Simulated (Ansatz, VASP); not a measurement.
One calculation of WSe2, two programs

```
W Se
1.0
     3.31434    0.00000    0.00000
    -1.65717    2.87030    0.00000
     0.00000    0.00000   16.65866
W Se
1 2
Cartesian
  0.0000 0.0000 0.0000
  0.0000 1.9135 1.6610
  0.0000 1.9135 14.9977
```

Alike in both runs: functional r2SCAN; k mesh 9 × 9 × 2; occupations gaussian, width 0.02 eV; no spin polarisation.

Ansatz relaxed the structure, and its values are those at the end. VASP's run is a single point on that final structure, the one shown.

|  | VASP | Ansatz |
| --- | --- | --- |
| version | VASP 6.6.1 | Ansatz 0.2.0 |
| potentials or method | VASP PAW PBE potentials, release 64 (W_sv, Se), cutoff 520 eV | scalar-relativistic, plane waves, PAW |
| valence electrons in the cell | 26 | 46 |

|  | VASP | Ansatz | Ansatz less VASP |
| --- | --- | --- | --- |
| gap on the k mesh at the Fermi level (eV) | 1.64 | 1.64 | +0.002 |
| least direct gap on the mesh (eV) | 1.64 | 1.64 | +0.002 |
| rms of the force components (eV/Å) | 0.021 | 0.000 | -0.0209 |

VASP's potentials were made for PBE, not for r2SCAN. VASP's potentials hold 26 valence electrons a cell and Ansatz's 46, so a difference there can come from the potentials and not from the codes.

Neither program's run includes spin-orbit coupling.
